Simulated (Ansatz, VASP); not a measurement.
## AlN: VASP beside Ansatz

POSCAR

```
AlN
1.0
    2.1849006262     -2.1849006262      0.0000000000
    2.1849006262      0.0000000000     -2.1849006262
   12.3809578883      6.9189248129      6.9189248129
Al N
6 6
Direct
    0.6701798600     -0.3298201400      0.3958000000
    0.1423965267      0.1423965267      0.2291333333
    0.1979631933      0.1979631933      0.5624666667
    0.2535298600      0.2535298600      0.8958000000
   -0.2742534733     -0.2742534733      0.7291333333
    0.6146131933      0.6146131933      0.0624666667
    0.3021256933      0.3021256933      0.4374666667
    0.7743423600      0.7743423600      0.2708000000
   -0.1700909733     -0.1700909733      0.6041333333
   -0.1145243067     -0.1145243067      0.9374666667
   -0.6423076400     -0.6423076400      0.7708000000
    0.2465590267      0.2465590267      0.1041333333
```

File INCAR.step1:

```
  PREC = Accurate
  ENCUT = 520
  ISMEAR = 0
  SIGMA = 0.05
  LREAL = False
  LASPH = True
  NELM = 100
  NBANDS = 36
  GGA = PE
  ALGO = Normal
  EDIFF = 1E-4
  LWAVE = True
  LCHARG = False
```

The input INCAR.step2:

```
  PREC = Accurate
  ENCUT = 520
  EDIFF = 1E-7
  ISMEAR = 0
  SIGMA = 0.05
  LREAL = False
  LASPH = True
  NELM = 100
  ALGO = Normal
  ISIF = 2
  LWAVE = False
  LCHARG = False
  METAGGA = R2SCAN
  LMIXTAU = True
  NBANDS = 36
  ISTART = 1
```

File KPOINTS:

```
Automatic mesh
0
Gamma
  8 8 2
```

Input for Ansatz:

```yaml
crystal:
  lattice:
    - [2.1849006262, -2.1849006262, 0.0]
    - [2.1849006262, 0.0, -2.1849006262]
    - [12.3809578883, 6.9189248129, 6.9189248129]
  atoms:
    - { symbol: Al, position: [0.67017986, -0.32982014, 0.3958] }
    - { symbol: Al, position: [0.1423965267, 0.1423965267, 0.2291333333] }
    - { symbol: Al, position: [0.1979631933, 0.1979631933, 0.5624666667] }
    - { symbol: Al, position: [0.25352986, 0.25352986, 0.8958] }
    - { symbol: Al, position: [-0.2742534733, -0.2742534733, 0.7291333333] }
    - { symbol: Al, position: [0.6146131933, 0.6146131933, 0.0624666667] }
    - { symbol: "N", position: [0.3021256933, 0.3021256933, 0.4374666667] }
    - { symbol: "N", position: [0.77434236, 0.77434236, 0.2708] }
    - { symbol: "N", position: [-0.1700909733, -0.1700909733, 0.6041333333] }
    - { symbol: "N", position: [-0.1145243067, -0.1145243067, 0.9374666667] }
    - { symbol: "N", position: [-0.64230764, -0.64230764, 0.7708] }
    - { symbol: "N", position: [0.2465590267, 0.2465590267, 0.1041333333] }
basis:
  ecutwfc: 500
kpoints:
  mp_grid: { grid: [8, 8, 2] }
hamiltonian:
  xc: r2scan
scf:
  occupations: { method: gaussian, width: 0.05 }
output:
  forces: true
  stress: true
  eigenvalues: true
```

Alike in both runs: task single point; functional r2SCAN; k mesh 8 × 8 × 2; occupations gaussian, width 0.05 eV; no spin polarisation.

|  | VASP | Ansatz |
| --- | --- | --- |
| version | VASP 6.6.1 | Ansatz 0.2.0 |
| potentials or method | VASP PAW PBE potentials, release 64 (Al, N), cutoff 520 eV | scalar-relativistic, plane waves, PAW |
| valence electrons in the cell | 48 | 48 |

|  | VASP | Ansatz | Ansatz less VASP |
| --- | --- | --- | --- |
| gap on the k mesh at the Fermi level (eV) | 3.69 | 3.69 | +0.008 |
| least direct gap on the mesh (eV) | 4.06 | 4.06 | +0.010 |
| pressure (GPa) | -1.6 | -1.2 | +0.39 |
| traceless stress, the component that is largest in VASP (GPa) | -2.83 | -2.79 | +0.040 |
| rms of the force components (eV/Å) | 0.318 | 0.317 | -0.0018 |

VASP's potentials were made for PBE, not for r2SCAN. Atom by atom the forces differ by 0.004 eV/Å (rms over components).
